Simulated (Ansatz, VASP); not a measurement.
# B in VASP and in Ansatz

```
B
1.0
     3.22834    0.00000    0.00000
    -1.61417    2.79582    0.00000
     0.00000    0.00000    6.64745
B
9
Cartesian
  0.8071 1.3979 0.4960
  1.6142 0.0000 4.9276
  -0.8071 1.3979 2.7118
  0.8071 1.3979 3.9356
  1.6142 0.0000 1.7198
  -0.8071 1.3979 6.1514
  0.0000 0.0000 3.3237
  0.0000 0.0000 1.1079
  0.0000 0.0000 5.5395
```

Alike in both runs: functional PBE; k mesh 12 × 12 × 6; occupations gaussian, width 0.1 eV; no spin polarisation.

Ansatz relaxed the structure, and its values are those at the end. VASP's run is a single point on that final structure, the one shown.

```csv
,VASP,Ansatz
version,VASP 6.6.1,Ansatz 0.2.0
potentials or method,"VASP PAW PBE potentials, release 64 (B), cutoff 520 eV","scalar-relativistic, plane waves, PAW"
valence electrons in the cell,27,27
```

|  | VASP | Ansatz | Ansatz less VASP |
| --- | --- | --- | --- |
| gap on the k mesh at the Fermi level (eV) | none | none | - |
| pressure (GPa) | 0.0 | 0.0 | +0.02 |

A gap of «none» marks a metal or a gap that the smearing closes. The functional is the same, so the differences come from potentials, cutoffs and numerics.
